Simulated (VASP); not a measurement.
Set up this calculation in VASP 6.6.1, as the native input.

* Task: single point
* Functional: PBE
* Potentials or basis: VASP PAW PBE potentials, release 64 (Eu)
* Cutoff: 520 eV
* k mesh: 8 × 8 × 8
* Occupations: fermi-dirac, width 0.05 eV
* Spin: collinear spin, ferromagnetic start
* Starting moments: [7.0] μB
* Dipole correction: no
* Further INCAR settings: ALGO = Fast; EDIFF = 1e-06; NBANDS = 18

The structure of Eu lies in POSCAR:

```
Eu
1.0
    0.0000000000      2.7893026914      2.7893026914
    2.7893026914      0.0000000000      2.7893026914
    2.7893026914      2.7893026914      0.0000000000
Eu
1
Direct
    0.0000000000      0.0000000000      0.0000000000
```

This isn't the form of Eu at room conditions, which is bcc.

These files were run (other wordings do the same):

INCAR

```
SYSTEM = Eu
ALGO = Fast
EDIFF = 1E-6
ENCUT = 520
GGA = PE
ISIF = 2
ISMEAR = -1
ISPIN = 2
LASPH = .TRUE.
LCHARG = .FALSE.
LMAXMIX = 6
LORBIT = 11
LREAL = .FALSE.
LWAVE = .FALSE.
MAGMOM = 7
NBANDS = 18
NELM = 150
PREC = Accurate
SIGMA = 0.05
```

KPOINTS

```
k-points
0
G
  8 8 8
  0 0 0
```

Potentials or basis: VASP PAW PBE potentials, release 64 (Eu).

Command:

```console
$ cat potpaw_PBE.64/Eu/POTCAR > POTCAR
$ mpirun -np 1 vasp_std > vasp.out
```

Results of the run:

```
Pressure                                              : -0.9 GPa
Net moment                                            : 7.52 μB per cell
Site moments                                          : Eu +6.73 μB
Valence electrons inside the program's atomic spheres : Eu 14.73
```

Run time: 3.8 min on 1 thread of Oxide Virtual Turin-like Processor, on a shared host, peak memory 0.18 GiB.
